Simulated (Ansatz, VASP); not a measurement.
One calculation of ZnO, two programs

```xyz
2
Lattice="0.0000 2.1338 2.1338 2.0911 0.0000 2.1338 2.0911 2.1338 0.0000" Properties=species:S:1:pos:R:3 pbc="T T T"
Zn    0.0000    0.0000    0.0000
O     2.0911    2.1338    2.1338
```

Change from the starting cell: uniaxial_x strain -2.0%.

Alike in both runs: task single point; functional r2SCAN; k mesh 10 × 10 × 10; no spin polarisation.

|  | VASP | Ansatz |
| --- | --- | --- |
| version | VASP 6.6.1 | Ansatz 0.2.0 |
| potentials or method | VASP PAW PBE potentials, release 64 (Zn, O) | plane waves, PAW |
| plane-wave cutoff (eV) | 520 | 500 |
| occupations | gaussian, width 0.01 eV | fixed |
| valence electrons in the cell | 18 | 18 |

|  | VASP | Ansatz | Ansatz less VASP |
| --- | --- | --- | --- |
| gap on the k mesh at the Fermi level (eV) | 1.59 | 1.61 | +0.021 |
| pressure (GPa) | 5.7 | 4.2 | -1.50 |
| traceless stress, the component that is largest in VASP (GPa) | 1.79 | 1.69 | -0.100 |

VASP's potentials were made for PBE, not for r2SCAN.
